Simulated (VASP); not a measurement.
GaP:

```xyz
4
Lattice="-2.6031 2.6031 2.5464 2.6031 -2.6031 2.5464 2.6031 2.6031 -2.5464" Properties=species:S:1:pos:R:3 pbc="T T T"
Ga    0.0000    2.6031    1.2732
Ga    0.0000    0.0000    0.0000
P     0.0000    0.0000    2.5464
P     2.6031    0.0000    1.2732
```

```yaml
Program: VASP 6.6.1
Task: relaxation of cell and atoms
Functional: PBE
Potentials_or_basis: VASP PAW PBE potentials, release 64 (Ga_d, P)
Cutoff: 600 eV
k_mesh: 12 × 12 × 12
Occupations: gaussian, width 0.1 eV
Spin: no spin polarisation
```

At the start: pressure 0.3 GPa; volume 17.25 Å³/atom.

**Question.** Where does the relaxation end?

**Answer.** Over 13 steps the energy falls by 24.5 meV/atom and the volume is 16.79 Å³/atom (-2.7 %); space group I4_1/amd (No. 141, to 0.05 Å).

Step by step:
| step | energy change (eV) | largest force (eV/Å) | pressure (GPa) | volume (Å³) |
| --- | --- | --- | --- | --- |
| 1 | 0.0000 | 0.0000 | 0.28 | 69.02 |
| 2 | -0.0213 | 0.0000 | -0.56 | 69.31 |
| 3 | -0.0378 | 0.0000 | -1.43 | 69.70 |
| 4 | -0.0526 | 0.0000 | -2.59 | 70.36 |
| 5 | -0.0688 | 0.0000 | -2.03 | 69.56 |
| 6 | -0.0943 | 0.0000 | -0.49 | 67.64 |
| 7 | -0.0490 | 0.0000 | 3.89 | 63.74 |
| 8 | -0.0970 | 0.0000 | 0.19 | 66.93 |
| 9 | -0.0970 | 0.0000 | 0.28 | 66.86 |
| 10 | -0.0973 | 0.0000 | 0.27 | 66.89 |
| 11 | -0.0978 | 0.0000 | 0.17 | 66.99 |
| 12 | -0.0978 | 0.0000 | 0.15 | 67.01 |
| 13 | -0.0979 | 0.0000 | 0.00 | 67.15 |

Final structure:
```cif
data_structure
_symmetry_space_group_name_H-M 'P 1'
_symmetry_Int_Tables_number 1
_cell_length_a 4.4644
_cell_length_b 4.4644
_cell_length_c 4.4644
_cell_angle_alpha 114.365
_cell_angle_beta 114.365
_cell_angle_gamma 100.073
_cell_volume 67.15
loop_
_atom_site_label
_atom_site_type_symbol
_atom_site_fract_x
_atom_site_fract_y
_atom_site_fract_z
_atom_site_occupancy
Ga1 Ga 0.75000 0.25000 0.50000 1
Ga2 Ga 0.00000 0.00000 0.00000 1
P1 P 0.50000 0.50000 0.00000 1
P2 P 0.25000 0.75000 0.50000 1
```
